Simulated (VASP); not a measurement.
# Rh (Fm-3m) in VASP: single point with LDA

Aim: the single point of Rh with LDA.

All numbers are computed with VASP 6.6.1; they aren't measurements. Logs are shortened: lines on timing, memory, paths and dates and some standing lists are left out, and cuts for length are marked.

### 1 The cell of the first run

Symmetry: Fm-3m, No. 225, cubic system. Conventional cell: a = 3.754 Å, b = 3.754 Å, c = 3.754 Å, α = 90.00°, β = 90.00°, γ = 90.00°. Rh (site symmetry m-3m) has 12 Rh at 2.65 Å within 3.5 Å.

### 2 Single point, LDA

Input file INCAR:

```
SYSTEM = Rh
PREC     = Accurate       ! precision mode
ENCUT    = 620            ! plane-wave cutoff, eV
EDIFF    = 1E-6           ! SCF threshold, eV
ISMEAR   = -1             ! smearing method
SIGMA    = 0.05           ! smearing width, eV
LREAL    = .FALSE.        ! projectors in reciprocal space
LASPH    = .TRUE.         ! aspherical terms in the spheres
NELM     = 120            ! most SCF steps
ALGO     = Normal         ! electronic algorithm
ISIF     = 2              ! what is computed and relaxed
LWAVE    = .FALSE.        ! write WAVECAR
LCHARG   = .FALSE.        ! write CHGCAR
GGA      = CA             ! functional
NBANDS   = 14             ! bands
GGA_COMPAT= .FALSE.
```

Input file KPOINTS:

```
Automatic mesh
0
G
  17 17 17
  0 0 0
```

Input file POSCAR:

```
Rh
1.0
    0.0000000000      1.8768295046      1.8768295046
    1.8768295046      0.0000000000      1.8768295046
    1.8768295046      1.8768295046      0.0000000000
Rh
1
Direct
    0.0000000000      0.0000000000      0.0000000000
```

Potentials or basis: VASP PAW LDA potentials, release 64 (Rh_sv_GW).

The run is started by

```sh
$ cat potpaw_LDA.64/Rh_sv_GW/POTCAR > POTCAR
$ mpirun -np 1 vasp_std > vasp.out
```

OUTCAR:

```text
SYSTEM = Rh
   PREC = Accurate
   ENCUT = 620
   EDIFF = 1E-6
   ISMEAR = -1
   LREAL = .FALSE.
   LASPH = .TRUE.
   NELM = 120
   ISIF = 2
   GGA = CA

 ion  position               nearest neighbor table
   1  0.000  0.000  0.000-

  LATTYP: Found a face centered cubic cell.
 ALAT       =     3.7536590092

  Lattice vectors:

 A1 = (   0.0000000000,   1.8768295046,   1.8768295046)
 A2 = (   1.8768295046,   0.0000000000,   1.8768295046)
 A3 = (   1.8768295046,   1.8768295046,   0.0000000000)

Analysis of symmetry for initial positions (statically):
=====================================================================
 Subroutine PRICEL returns:
 Original cell was already a primitive cell.

 Routine SETGRP: Setting up the symmetry group for a
 face centered cubic supercell.

 Subroutine GETGRP returns: Found 48 space group operations
 (whereof 48 operations were pure point group operations)
 out of a pool of 48 trial point group operations.

The static configuration has the point symmetry O_h .

Analysis of symmetry for dynamics (positions and initial velocities):
=====================================================================
 Subroutine PRICEL returns:
 Original cell was already a primitive cell.

 Routine SETGRP: Setting up the symmetry group for a
 face centered cubic supercell.

 Subroutine GETGRP returns: Found 48 space group operations
 (whereof 48 operations were pure point group operations)
 out of a pool of 48 trial point group operations.

The dynamic configuration has the point symmetry O_h .

 Subroutine INISYM returns: Found 48 space group operations
 (whereof 48 operations are pure point group operations),
 and found     1 'primitive' translations

----------------------------------------------------------------------------------------

                                     Primitive cell

  volume of cell :      13.2222

  direct lattice vectors                    reciprocal lattice vectors
     0.000000000  1.876829505  1.876829505    -0.266406724  0.266406724  0.266406724
     1.876829505  0.000000000  1.876829505     0.266406724 -0.266406724  0.266406724
     1.876829505  1.876829505  0.000000000     0.266406724  0.266406724 -0.266406724

  length of vectors
     2.654237740  2.654237740  2.654237740     0.461429982  0.461429982  0.461429982

  position of ions in fractional coordinates (direct lattice)
     0.000000000  0.000000000  0.000000000

  ion indices of the primitive-cell ions
   primitive index   ion index
                 1           1

----------------------------------------------------------------------------------------

 KPOINTS: Automatic mesh

Automatic generation of k-mesh.
 Grid dimensions read from file:
 generate k-points for:   17   17   17

 Generating k-lattice:

  Cartesian coordinates                     Fractional coordinates (reciprocal lattice)
    -0.015670984  0.015670984  0.015670984     0.058823529  0.000000000  0.000000000
     0.015670984 -0.015670984  0.015670984     0.000000000  0.058823529  0.000000000
     0.015670984  0.015670984 -0.015670984     0.000000000  0.000000000  0.058823529

  Length of vectors
     0.027142940  0.027142940  0.027142940

  Shift w.r.t. Gamma in fractional coordinates (k-lattice)
     0.000000000  0.000000000  0.000000000

 Subroutine IBZKPT returns following result:
 ===========================================

 Found    165 irreducible k-points:

 Following reciprocal coordinates:
            Coordinates               Weight
  0.000000  0.000000  0.000000      1.000000
  0.058824  0.000000  0.000000      8.000000
  0.117647  0.000000  0.000000      8.000000
  0.176471  0.000000  0.000000      8.000000
  0.235294  0.000000  0.000000      8.000000
  0.294118  0.000000  0.000000      8.000000
[... 16 lines left out ...]
 -0.176471  0.058824  0.000000     24.000000
 -0.117647  0.058824  0.000000     24.000000
 [... further k-points ...]
   k-points           NKPTS =    165   k-points in BZ     NKDIM =    165   number of bands    NBANDS=     14
   number of dos      NEDOS =    301   number of ions     NIONS =      1
   total plane-waves  NPLWV =  13824
   dimension x,y,z NGX =    24 NGY =   24 NGZ =   24
   dimension x,y,z NGXF=    48 NGYF=   48 NGZF=   48
   ions per type =               1
   NGX,Y,Z   is equivalent  to a cutoff of  15.03, 15.03, 15.03 a.u.
   NGXF,Y,Z  is equivalent  to a cutoff of  30.06, 30.06, 30.06 a.u.
 SYSTEM =  Rh
   PREC   = accura    normal or accurate (medium, high low for compatibility)
   ISTART =      0    job   : 0-new  1-cont  2-samecut
   ICHARG =      2    charge: 1-file 2-atom 10-const
   ISPIN  =      1    spin polarized calculation?
   LNONCOLLINEAR =      F non collinear calculations
   LSORBIT =      F    spin-orbit coupling
   LASPH  =      T    aspherical Exc in radial PAW
   ENCUT  =  620.0 eV  45.57 Ry    6.75 a.u.   5.39  5.39  5.39*2*pi/ulx,y,z
   NELM   =    120;   NELMIN=  2; NELMDL= -5     # of ELM steps
   EDIFF  = 0.1E-05   stopping-criterion for ELM
   LREAL  =      F    real-space projection
   EDIFFG = 0.1E-04   stopping-criterion for IOM
   NSW    =      0    number of steps for IOM
   IBRION =     -1    ionic relax: 0-MD 1-quasi-New 2-CG
   NFREE  =      0    steps in history (QN), initial steepest desc. (CG)
   ISIF   =      2    stress and relaxation
   ISYM   =      2    0-nonsym 1-usesym 2-fastsym
   POTIM  = 0.5000    time-step for ionic-motion
   TEBEG  =    0.0;   TEEND  =   0.0 temperature during run
   PSTRESS=    0.0 pullay stress
   NELECT =      17.0000    total number of electrons
   NUPDOWN=      -1.0000    fix difference up-down
   EMIN   =  10.00;   EMAX   =-10.00  energy-range for DOS
   EFERMI =   0.00;   METHOD = LEGACY
   ISMEAR =    -1;   SIGMA  =   0.05  broadening in eV -4-tet -1-fermi 0-gaus
   EFERMI_NEDOS =   21; number of points for ismear=-14 and -15
   IALGO  =     38    algorithm
   IMIX   =      4    mixing-type and parameters
     AMIX     =   0.40;   BMIX     =  1.00
     AMIX_MAG =   1.60;   BMIX_MAG =  1.00
  volume/ion in A,a.u.               =      13.22        89.23
  Fermi-wavevector in a.u.,A,eV,Ry     =   1.780149  3.363994 43.115909  3.168930
  Thomas-Fermi vector in A             =   2.844999
   LORBIT       =      0    0 simple, 1 ext, 2 COOP (PROOUT), +10 PAW based schemes
   GGA     = CA    functional components
   LHFCALC =     F    Hartree Fock is set to
   AEXX    =    0.0000 exact exchange contribution
   IVDW    =     0    specifies the selected vdW correction
   LEPSILON=     F    determine dielectric tensor
   LRPA    =     F    only Hartree local field effects (RPA)
 non-spin polarized calculation
  energy-cutoff  :      620.00
  volume of cell :       13.22
 maximum number of plane-waves:       483
 NGX is ok and might be reduce to    24
   NGX = 11   NGY = 11   NGZ = 11

 number of electron      17.0000003 magnetization

 Free energy of the ion-electron system (eV)
  ---------------------------------------------------
  ext. energy  EPLUGINS =         0.00000000
  ---------------------------------------------------
  free energy    TOTEN  =        -7.83404309 eV

  energy without entropy =       -7.82598792  energy(sigma->0) =       -7.83001550

 E-fermi :  11.2870     XC(G=0): -14.6749

 val. band max:       11.2660898850   @ k =   0.4118   0.2353   0.0588
 cond. band min:      11.3011161233   @ k =   0.4118   0.2941   0.0588
 fundamental gap:      0.0350262383
 Fermi energy:        11.2869633667

 k-point     1 :       0.0000    0.0000    0.0000
  band No.  band energies     occupation
      1     -67.2913      2.00000
      2     -34.9306      2.00000
      3     -34.9306      2.00000
      4     -34.9306      2.00000
      5       2.9672      2.00000
      6       7.9792      2.00000
      7       7.9792      2.00000
      8       7.9792      2.00000
      9      10.2405      2.00000
     10      10.2405      2.00000
     11      26.9870      0.00000
     12      32.4892      0.00000
     13      32.4892      0.00000
     14      32.4892      0.00000

 k-point     2 :       0.0588    0.0000    0.0000
  band No.  band energies     occupation
      1     -67.2867      2.00000
      2     -34.9608      2.00000
      3     -34.9347      2.00000
      4     -34.9347      2.00000
      5       3.1121      2.00000
      6       7.9123      2.00000
      7       8.0374      2.00000
      8       8.0374      2.00000
      9      10.2065      2.00000
     10      10.2065      2.00000
     11      27.2054      0.00000
     12      31.7853      0.00000
     13      32.7071      0.00000
     14      32.7071      0.00000

 k-point     3 :       0.1176    0.0000    0.0000
  band No.  band energies     occupation
      1     -67.2736      2.00000
      2     -35.0460      2.00000
      3     -34.9462      2.00000
      4     -34.9462      2.00000
      5       3.5241      2.00000
      6       7.7503      2.00000
      7       8.1866      2.00000
      8       8.1866      2.00000
      9      10.1368      2.00000
     10      10.1368      2.00000
     11      27.7874      0.00000
     12      30.3043      0.00000
     13      33.3397      0.00000
     14      33.3397      0.00000
[... 324 lines left out ...]
 k-point    23 :      -0.1765    0.0588    0.0000
  band No.  band energies     occupation
      1     -67.2423      2.00000
      2     -35.2302      2.00000
      3     -34.9988      2.00000
      4     -34.9619      2.00000
      5       4.4431      2.00000
      6       7.4838      2.00000
      7       8.4256      2.00000
      8       8.4504      2.00000
      9       9.8507      2.00000
     10      10.5033      2.00000
     11      28.1510      0.00000
     12      28.8160      0.00000
     13      33.6525      0.00000
     14      35.4459      0.00000

 k-point    24 :      -0.1176    0.0588    0.0000
  band No.  band energies     occupation
      1     -67.2638      2.00000
      2     -35.0973      2.00000
      3     -34.9748      2.00000
      4     -34.9458      2.00000
      5       3.8285      2.00000
      6       7.5953      2.00000
      7       8.2901      2.00000
      8       8.3323      2.00000
      9       9.8958      2.00000
     10      10.3190      2.00000
     11      28.1909      0.00000
     12      29.7334      0.00000
     13      32.9491      0.00000
     14      34.2116      0.00000

 [... further k-points ...]

------------------------ aborting loop because EDIFF is reached ----------------------------------------

  FORCE on cell =-STRESS in cart. coord.  units (eV):
  Direction    XX          YY          ZZ          XY          YZ          ZX
  --------------------------------------------------------------------------------------
  -------------------------------------------------------------------------------------
  Total        0.0398702      0.0398702      0.0398702     -0.0000000      0.0000000     -0.0000000
  in kB        4.8311937      4.8311937      4.8311937     -0.0000000      0.0000000     -0.0000000
  external PRESSURE =       4.8311937 kB  Pullay stress =       0.0000000 kB

 VOLUME and BASIS-vectors are now :
 -----------------------------------------------------------------------------
  energy-cutoff  :      620.00
  volume of cell :       13.22
      direct lattice vectors                 reciprocal lattice vectors
     0.000000000  1.876829505  1.876829505    -0.266406724  0.266406724  0.266406724
     1.876829505  0.000000000  1.876829505     0.266406724 -0.266406724  0.266406724
     1.876829505  1.876829505  0.000000000     0.266406724  0.266406724 -0.266406724

 POSITION                                       TOTAL-FORCE (eV/Angst)
 -----------------------------------------------------------------------------------
      0.00000      0.00000      0.00000        -0.000000      0.000000      0.000000
 -----------------------------------------------------------------------------------
    total drift:                               -0.000000      0.000000     -0.000000

  FREE ENERGIE OF THE ION-ELECTRON SYSTEM (eV)
  ---------------------------------------------------
  free  energy   TOTEN  =        -7.8340430924 eV

  energy  without entropy=       -7.8259879152  energy(sigma->0) =       -7.83001550
```

Run time: 24 s. Hardware: 1 thread of Intel Xeon Platinum 8259CL at 2.50GHz (Skylake/Cascade Lake), shared host; peak memory 0.17 GiB.

Results:

```
Free energy            : -7.8340 eV
Pressure               : 0.5 GPa
Band gap on the k mesh : zero (an odd number of electrons rules out a gap without spin polarisation)
```

Levels at points of the mesh, in eV from the Fermi level:
| k point | band 4 | band 5 | band 6 | band 7 | band 8 | band 9 | band 10 | band 11 | band 12 | band 13 |
| --- | --- | --- | --- | --- | --- | --- | --- | --- | --- | --- |
| (0.00, 0.00, 0.00) | -46.22 | -8.32 | -3.31 | -3.31 | -3.31 | -1.05 | -1.05 | 15.70 | 21.20 | 21.20 |

The gap in the log of VASP goes by the Fermi energy; the results here count the filled bands.